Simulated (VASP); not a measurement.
Crystal: Ir.

```
Ir
1.0
     4.83734    0.00000    0.00000
     0.00000    4.83734    0.00000
     0.00000    0.00000    4.83734
Ir
8
Direct
  0.00000 0.00000 0.00000
  0.50000 0.50000 0.50000
  0.25000 0.00000 0.50000
  0.75000 0.00000 0.50000
  0.50000 0.25000 0.00000
  0.50000 0.75000 0.00000
  0.00000 0.50000 0.25000
  0.00000 0.50000 0.75000
```

```yaml
Program: VASP 6.6.1
Task: relaxation of cell and atoms
Functional: LDA
Potentials_or_basis: VASP PAW LDA potentials, release 64 (Ir)
Cutoff: 600 eV
k_mesh: 5 × 5 × 5
Occupations: fermi-dirac, width 0.1 eV
Spin: no spin polarisation
```

At the start: pressure 9.1 GPa; volume 14.15 Å³/atom.

Question: Where does the relaxation end?

Answer: Over 4 steps the energy falls by 9.5 meV/atom and the volume is 14.49 Å³/atom (+2.4 %); space group Pm-3n (No. 223, to 0.1 Å) before and after.

Step by step:
```
step  energy change (eV)  largest force (eV/Å)  pressure (GPa)  volume (Å³)
   1              0.0000                0.0000            9.12       113.19
   2              0.8965                0.0000          -25.89       126.91
   3             -0.0762                0.0000           -0.36       116.05
   4             -0.0763                0.0000           -0.01       115.94
```

Final structure:
```xyz
8
Lattice="4.8761 0.0000 0.0000 0.0000 4.8761 0.0000 0.0000 0.0000 4.8761" Properties=species:S:1:pos:R:3 pbc="T T T"
Ir    0.0000    0.0000    0.0000
Ir    2.4381    2.4381    2.4381
Ir    1.2190    0.0000    2.4381
Ir    3.6571    0.0000    2.4381
Ir    2.4381    1.2190    0.0000
Ir    2.4381    3.6571    0.0000
Ir    0.0000    2.4381    1.2190
Ir    0.0000    2.4381    3.6571
```
